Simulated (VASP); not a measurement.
A run of VASP 6.6.1 is set up as follows.

INCAR

```
  ALGO = Normal
  EDIFF = 1E-7
  ENCUT = 520
  GGA = PE
  ISIF = 2
  ISMEAR = 1
  LASPH = T
  LCHARG = T
  LELF = T
  LREAL = F
  LVHAR = T
  LWAVE = F
  NBANDS = 19
  NELM = 60
  PREC = Accurate
  SIGMA = 1.0
```

File KPOINTS:

```
k-points
0
Gamma
  12 12 7
```

File POSCAR:

```
Ti
1.0
    2.9390756844      0.0000000000      0.0000000000
   -1.4695378422      2.5453142064      0.0000000000
    0.0000000000      0.0000000000      4.6559893251
Ti
2
Direct
    0.3333333333      0.6666666667      0.2500000000
    0.6666666667      0.3333333333      0.7500000000
```

Potentials or basis: VASP PAW PBE potentials, release 64 (Ti_sv).

The run is started by

```bash
$ cat potpaw_PBE.64/Ti_sv/POTCAR > POTCAR
$ mpirun -np 1 vasp_std > vasp.out
```

Question: Predict the pressure.

Answer: -0.5 GPa.

Question: Estimate the band gap on the k mesh.

Answer: Zero (bands 12 and 13 overlap by 1.06 eV).

Stress tensor (GPa, compression positive):
```
-0.81  0.00  0.00
 0.00 -0.81  0.00
 0.00  0.00  0.15
```

Caveat: so wide a smearing shifts energies and pressures.
